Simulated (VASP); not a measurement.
# BaTiO3 (Pm-3m) in VASP: a series of runs, part 2 of 3

VASP 6.6.1. The steps go on from the part before.

### 3 Single point, PBEsol+U

The input, POSCAR:

```
BaTiO3
1.0
    4.0060000000      0.0000000000      0.0000000000
    0.0000000000      4.0060000000      0.0000000000
    0.0000000000      0.0000000000      4.0060000000
Ba Ti O
1 1 3
Direct
    0.5000000000      0.5000000000      0.5000000000
    0.0000000000      0.0000000000      0.0000000000
    0.0000000000      0.0000000000      0.5000000000
    0.0000000000      0.5000000000      0.0000000000
    0.5000000000      0.0000000000      0.0000000000
```

The input, INCAR.step1:

```
PREC = Accurate ; ENCUT = 910
EDIFF = 1E-6 ; ISMEAR = -1
SIGMA = 0.05 ; LREAL = False
LASPH = True ; NELM = 200
ALGO = Normal ; ISIF = 2
LWAVE = False ; LCHARG = True
LMAXMIX = 4 ; LDAU = True
LDAUTYPE = 2 ; LDAUL = -1 2 -1
LDAUU = 0 8 0 ; LDAUJ = 0 0 0
LDAUPRINT = 1 ; GGA = PS
NBANDS = 28 ; GGA_COMPAT = False
NEDOS = 2001 ; LORBIT = 11
```

The input, KPOINTS.step1:

```
regular mesh
0
Gamma
  7 7 7
```

The input, INCAR.step2:

```
PREC = Accurate ; ENCUT = 910
EDIFF = 1E-6 ; ISMEAR = -5
SIGMA = 0.05 ; LREAL = False
LASPH = True ; NELM = 200
ALGO = Normal ; ISIF = 2
LWAVE = False ; LCHARG = False
LMAXMIX = 4 ; LDAU = True
LDAUTYPE = 2 ; LDAUL = -1 2 -1
LDAUU = 0 8 0 ; LDAUJ = 0 0 0
LDAUPRINT = 1 ; GGA = PS
LORBIT = 11 ; NEDOS = 2001
ICHARG = 11 ; GGA_COMPAT = False
```

The input, KPOINTS.step2:

```
regular mesh
0
Gamma
  11 11 11
```

Potentials or basis: VASP PAW PBE potentials, release 64 (Ba_sv, Ti_sv, O_h).

The run is started by

```bash
> cat potpaw_PBE.64/Ba_sv/POTCAR potpaw_PBE.64/Ti_sv/POTCAR potpaw_PBE.64/O_h/POTCAR > POTCAR
> cp INCAR.step1 INCAR
> cp KPOINTS.step1 KPOINTS
> mpirun -np 1 vasp_std > vasp.out
> cp INCAR.step2 INCAR
> cp KPOINTS.step2 KPOINTS
> mpirun -np 1 vasp_std > vasp.out
```

OUTCAR:

```text
PREC = Accurate
   ENCUT = 910
   EDIFF = 1E-6
   ISMEAR = -5
   LREAL = False
   LASPH = True
   NELM = 200
   ISIF = 2
   GGA = PS
   LORBIT = 11
   ICHARG = 11

 ion  position               nearest neighbor table
   1  0.500  0.500  0.500-   3 2.83   4 2.83   5 2.83   4 2.83   5 2.83   3 2.83   5 2.83   5 2.83
                             3 2.83   4 2.83   4 2.83   3 2.83   2 3.47   2 3.47   2 3.47   2 3.47
   2  0.000  0.000  0.000-   3 2.00   4 2.00   5 2.00   3 2.00   4 2.00   5 2.00   1 3.47   1 3.47
                             1 3.47   1 3.47   1 3.47   1 3.47   1 3.47   1 3.47
   3  0.000  0.000  0.500-   2 2.00   2 2.00   1 2.83   1 2.83   1 2.83   1 2.83
   4  0.000  0.500  0.000-   2 2.00   2 2.00   1 2.83   1 2.83   1 2.83   1 2.83
   5  0.500  0.000  0.000-   2 2.00   2 2.00   1 2.83   1 2.83   1 2.83   1 2.83

  LATTYP: Found a simple cubic cell.
 ALAT       =     4.0060000000

  Lattice vectors:

 A1 = (   4.0060000000,   0.0000000000,   0.0000000000)
 A2 = (   0.0000000000,   4.0060000000,   0.0000000000)
 A3 = (   0.0000000000,   0.0000000000,   4.0060000000)

Analysis of symmetry for initial positions (statically):
=====================================================================
 Subroutine PRICEL returns:
 Original cell was already a primitive cell.

 Routine SETGRP: Setting up the symmetry group for a
 simple cubic supercell.

 Subroutine GETGRP returns: Found 48 space group operations
 (whereof 48 operations were pure point group operations)
 out of a pool of 48 trial point group operations.

The static configuration has the point symmetry O_h .

Analysis of symmetry for dynamics (positions and initial velocities):
=====================================================================
 Subroutine PRICEL returns:
 Original cell was already a primitive cell.

 Routine SETGRP: Setting up the symmetry group for a
 simple cubic supercell.

 Subroutine GETGRP returns: Found 48 space group operations
 (whereof 48 operations were pure point group operations)
 out of a pool of 48 trial point group operations.

The dynamic configuration has the point symmetry O_h .

 Subroutine INISYM returns: Found 48 space group operations
 (whereof 48 operations are pure point group operations),
 and found     1 'primitive' translations

----------------------------------------------------------------------------------------

                                     Primitive cell

  volume of cell :      64.2884

  direct lattice vectors                    reciprocal lattice vectors
     4.006000000  0.000000000  0.000000000     0.249625562  0.000000000  0.000000000
     0.000000000  4.006000000  0.000000000     0.000000000  0.249625562  0.000000000
     0.000000000  0.000000000  4.006000000     0.000000000  0.000000000  0.249625562

  length of vectors
     4.006000000  4.006000000  4.006000000     0.249625562  0.249625562  0.249625562

  position of ions in fractional coordinates (direct lattice)
     0.500000000  0.500000000  0.500000000
     0.000000000  0.000000000  0.000000000
[... 117 lines left out ...]
   IVDW    =     0    specifies the selected vdW correction
   LEPSILON=     F    determine dielectric tensor
   LRPA    =     F    only Hartree local field effects (RPA)
 non-spin polarized calculation
 Fermi weights with tetrahedron method with Bloechl corrections
  energy-cutoff  :      910.00
  volume of cell :       64.29
 maximum number of plane-waves:      4026
 NGX is ok and might be reduce to    40

atom =   2  type =  2  l = 2

 onsite density matrix

spin component  1

  0.0864  0.0000 -0.0000 -0.0000 -0.0000
  0.0000  0.0864 -0.0000 -0.0000  0.0000
 -0.0000 -0.0000  0.2273 -0.0000 -0.0000
 -0.0000 -0.0000 -0.0000  0.0864 -0.0000
 -0.0000  0.0000 -0.0000 -0.0000  0.2273

spin component  2

  0.0864  0.0000 -0.0000 -0.0000 -0.0000
  0.0000  0.0864 -0.0000 -0.0000  0.0000
 -0.0000 -0.0000  0.2273 -0.0000 -0.0000
 -0.0000 -0.0000 -0.0000  0.0864 -0.0000
 -0.0000  0.0000 -0.0000 -0.0000  0.2273

 occupancies and eigenvectors

  o =  0.0864  v =  1.0000  0.0000  0.0000  0.0000  0.0000  0.0000  0.0000  0.0000  0.0000  0.0000      0.0000  0.0000  0.0000  0.0000  0.0000  0.0000  0.0000  0.0000  0.0000  0.0000
  o =  0.0864  v =  0.0000  0.0000  0.0000  0.0000  0.0000  1.0000  0.0000  0.0000  0.0000  0.0000      0.0000  0.0000  0.0000  0.0000  0.0000  0.0000  0.0000  0.0000  0.0000  0.0000
  o =  0.0864  v =  0.0000  0.4557  0.0000 -0.8902  0.0000  0.0000  0.0000  0.0000  0.0000  0.0000      0.0000  0.0000  0.0000  0.0000  0.0000  0.0000  0.0000  0.0000  0.0000  0.0000
  o =  0.0864  v =  0.0000  0.0000  0.0000  0.0000  0.0000  0.0000  0.4557  0.0000 -0.8902  0.0000      0.0000  0.0000  0.0000  0.0000  0.0000  0.0000  0.0000  0.0000  0.0000  0.0000
  o =  0.0864  v =  0.0000  0.8902  0.0000  0.4557  0.0000  0.0000  0.0000  0.0000  0.0000  0.0000      0.0000  0.0000  0.0000  0.0000  0.0000  0.0000  0.0000  0.0000  0.0000  0.0000
  o =  0.0864  v =  0.0000  0.0000  0.0000  0.0000  0.0000  0.0000  0.8902  0.0000  0.4557  0.0000      0.0000  0.0000  0.0000  0.0000  0.0000  0.0000  0.0000  0.0000  0.0000  0.0000
  o =  0.2273  v =  0.0000  0.0000  0.0000  0.0000  0.0000  0.0000  0.0000 -1.0000 -0.0000 -0.0000      0.0000  0.0000  0.0000  0.0000  0.0000  0.0000  0.0000  0.0000  0.0000  0.0000
  o =  0.2273  v =  0.0000  0.0000 -1.0000 -0.0000 -0.0000  0.0000  0.0000  0.0000  0.0000  0.0000      0.0000  0.0000  0.0000  0.0000  0.0000  0.0000  0.0000  0.0000  0.0000  0.0000
  o =  0.2273  v =  0.0000  0.0000  0.0000  0.0000  0.0000  0.0000 -0.0000 -0.0000 -0.0000  1.0000      0.0000  0.0000  0.0000  0.0000  0.0000  0.0000  0.0000  0.0000  0.0000  0.0000
  o =  0.2273  v =  0.0000 -0.0000 -0.0000 -0.0000  1.0000  0.0000  0.0000  0.0000  0.0000  0.0000      0.0000  0.0000  0.0000  0.0000  0.0000  0.0000  0.0000  0.0000  0.0000  0.0000

 number of electron      40.0000008 magnetization

 Free energy of the ion-electron system (eV)
  ---------------------------------------------------
  ext. energy  EPLUGINS =         0.00000000
  ---------------------------------------------------
  free energy    TOTEN  =       -36.84436265 eV

  energy without entropy =      -36.84436265  energy(sigma->0) =      -36.84436265

 E-fermi :   4.2840     XC(G=0): -11.5210

 val. band max:        4.2775469128   @ k =   0.4545   0.4545   0.4545
 cond. band min:       7.0135889140   @ k =   0.0000   0.0000   0.0000
 fundamental gap:      2.7360420013
 Fermi energy:         4.2840375345

 k-point     1 :       0.0000    0.0000    0.0000
  band No.  band energies     occupation
      1     -54.2716      2.00000
      2     -30.4948      2.00000
      3     -30.4948      2.00000
      4     -30.4948      2.00000
      5     -20.4697      2.00000
      6     -12.6263      2.00000
[... 637 lines left out ...]
     23       8.0964      0.00000
     24       8.7009      0.00000

 [... further k-points ...]

------------------------ aborting loop because EDIFF is reached ----------------------------------------

  FORCE on cell =-STRESS in cart. coord.  units (eV):
  Direction    XX          YY          ZZ          XY          YZ          ZX
  --------------------------------------------------------------------------------------
  -------------------------------------------------------------------------------------
  Total        1.3859873      1.3859873      1.3859873      0.0000000      0.0000000      0.0000000
  in kB       34.5411655     34.5411655     34.5411655      0.0000000      0.0000000      0.0000000
  external PRESSURE =      34.5411655 kB  Pullay stress =       0.0000000 kB

 VOLUME and BASIS-vectors are now :
 -----------------------------------------------------------------------------
  energy-cutoff  :      910.00
  volume of cell :       64.29
      direct lattice vectors                 reciprocal lattice vectors
     4.006000000  0.000000000  0.000000000     0.249625562  0.000000000  0.000000000
     0.000000000  4.006000000  0.000000000     0.000000000  0.249625562  0.000000000
     0.000000000  0.000000000  4.006000000     0.000000000  0.000000000  0.249625562

 POSITION                                       TOTAL-FORCE (eV/Angst)
 -----------------------------------------------------------------------------------
      2.00300      2.00300      2.00300         0.000000      0.000000      0.000000
      0.00000      0.00000      0.00000         0.000000      0.000000      0.000000
      0.00000      0.00000      2.00300         0.000000      0.000000      0.000000
      0.00000      2.00300      0.00000         0.000000      0.000000      0.000000
      2.00300      0.00000      0.00000         0.000000      0.000000      0.000000
 -----------------------------------------------------------------------------------
    total drift:                               -0.000000      0.000000     -0.000000

  FREE ENERGIE OF THE ION-ELECTRON SYSTEM (eV)
  ---------------------------------------------------
  free  energy   TOTEN  =       -36.8443626542 eV

  energy  without entropy=      -36.8443626542  energy(sigma->0) =      -36.84436265

 total charge

# of ion       s       p       d       tot
------------------------------------------
    1        2.005   5.635   0.345   7.984
    2        2.232   6.305   1.405   9.942
    3        1.032   2.331   0.000   3.363
    4        1.032   2.331   0.000   3.363
    5        1.032   2.331   0.000   3.363
--------------------------------------------------
tot          7.333  18.931   1.750  28.014
```

Wall time 2.1 min (1 thread of AMD EPYC 7R13 (Zen 3), shared host); peak memory 0.35 GiB.

Results:

| Property | Result |
| --- | --- |
| Valence electrons inside the program's atomic spheres | Ba 7.98; Ti 9.94; O 3.36 |

Eigenvalues of the final occupation matrices:
| site | spin | trace | eigenvalues |
| --- | --- | --- | --- |
| site 2 d | 1 | 0.71 | 0.09 0.09 0.09 0.23 0.23 |
| site 2 d | 2 | 0.71 | 0.09 0.09 0.09 0.23 0.23 |

Caveat: the cutoff is under 1.25 times the usual one of these potentials, so pressure, stress and relaxed cells hold a basis-set (Pulay) error; the PAW data sets were made with another functional, which shifts forces and pressure a little; spin-orbit coupling is left out, which moves the levels of the heavy elements.

(Part 2 of 3 ends here.)
